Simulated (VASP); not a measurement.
Input of a VASP 6.6.1 run:

POSCAR

```
WC
1.0
    2.9124163413      0.0000000000      0.0000000000
   -1.4562081706      2.5222265379      0.0000000000
    0.0000000000      0.0000000000      2.8357273163
W C
1 1
Direct
    0.0000000000      0.0000000000      0.0000000000
    0.6666666667      0.3333333333      0.5000000000
```

Contents of INCAR.step1:

```
SYSTEM = WC
ALGO = Normal
EDIFF = 1E-4
ENCUT = 520
GGA = PE
ISMEAR = -1
LASPH = .True.
LCHARG = .False.
LREAL = .False.
LWAVE = .True.
NBANDS = 16
NELM = 60
PREC = Accurate
SIGMA = 0.1
```

File INCAR.step2:

```
SYSTEM = WC
ALGO = Normal
EDIFF = 1E-6
ENCUT = 520
ISIF = 2
ISMEAR = -1
ISTART = 1
LASPH = .True.
LCHARG = .False.
LMIXTAU = .True.
LREAL = .False.
LWAVE = .False.
METAGGA = R2SCAN
NBANDS = 16
NELM = 60
PREC = Accurate
SIGMA = 0.1
```

The input KPOINTS:

```
k-points
0
Gamma
  14 14 14
  0 0 0
```

Potentials or basis: VASP PAW PBE potentials, release 64 (W_sv, C).

The run is started by

```bash
$ cat potpaw_PBE.64/W_sv/POTCAR potpaw_PBE.64/C/POTCAR > POTCAR
$ cp INCAR.step1 INCAR
$ mpirun -np 1 vasp_std > vasp.out
$ cp INCAR.step2 INCAR
$ mpirun -np 1 vasp_std > vasp.out
```

Estimate the pressure.

1.9 GPa.

Predict the band gap on the k mesh.

zero (bands 9 and 10 overlap by 1.34 eV).

Stress tensor (GPa, compression positive):
```
1.78 0.00 0.00
0.00 1.78 0.00
0.00 0.00 2.12
```

Caveat: the PAW data sets were made with another functional, which shifts forces and pressure a little; spin-orbit coupling is left out, which moves the levels of the heavy elements.
